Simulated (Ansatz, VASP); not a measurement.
**One calculation of Tl, two programs**

The input INCAR:

```
PREC     = Accurate       # precision mode
ENCUT    = 520            # plane-wave cutoff, eV
EDIFF    = 1E-7           # SCF threshold, eV
ISMEAR   = 0              # smearing method
SIGMA    = 0.1            # smearing width, eV
LREAL    = False          # projectors in reciprocal space
LASPH    = True           # aspherical terms in the spheres
NELM     = 60             # most SCF steps
ALGO     = Fast           # electronic algorithm
ISIF     = 2              # what is computed and relaxed
LWAVE    = False          # write WAVECAR
LCHARG   = False          # write CHGCAR
GGA      = PE             # functional
IVDW     = 12             # dispersion correction
NBANDS   = 12             # bands
```

The input KPOINTS:

```
regular mesh
0
Gamma
  14 14 14
```

File POSCAR:

```
Tl
1.0
    0.0000000000      2.5273045983      2.5273045983
    2.5273045983      0.0000000000      2.5273045983
    2.5273045983      2.5273045983      0.0000000000
Tl
1
Direct
    0.0000000000      0.0000000000      0.0000000000
```

Input for Ansatz:

```yaml
crystal:
  lattice:
    - [0.0, 2.5273045983, 2.5273045983]
    - [2.5273045983, 0.0, 2.5273045983]
    - [2.5273045983, 2.5273045983, 0.0]
  atoms:
    - { symbol: Tl, position: [0.0, 0.0, 0.0] }
basis:
  ecutwfc: 420
kpoints:
  mp_grid: { grid: [14, 14, 14] }
hamiltonian:
  xc: pbe
  dispersion: d3bj
scf:
  occupations: { method: gaussian, width: 0.1 }
output:
  forces: true
  stress: true
  eigenvalues: true
  write_density: true
  write_potential: true
  elf: true
  volumetric_format: npy
```

Alike in both runs: task single point; functional PBE; dispersion D3(BJ); k mesh 14 × 14 × 14; occupations gaussian, width 0.1 eV; no spin polarisation.

|  | VASP | Ansatz |
| --- | --- | --- |
| version | VASP 6.6.1 | Ansatz 0.2.0 |
| potentials or method | VASP PAW PBE potentials, release 64 (Tl_d), cutoff 520 eV | scalar-relativistic, plane waves, PAW |
| valence electrons in the cell | 13 | 13 |

VASP gave:

- gap on the k mesh at the Fermi level (eV): none
- pressure (GPa): -2.5

What did Ansatz give for the same quantities?

gap on the k mesh at the Fermi level (eV): none; pressure (GPa): -2.4.

A gap of «none» marks a metal or a gap that the smearing closes.

Spin-orbit coupling is off throughout.
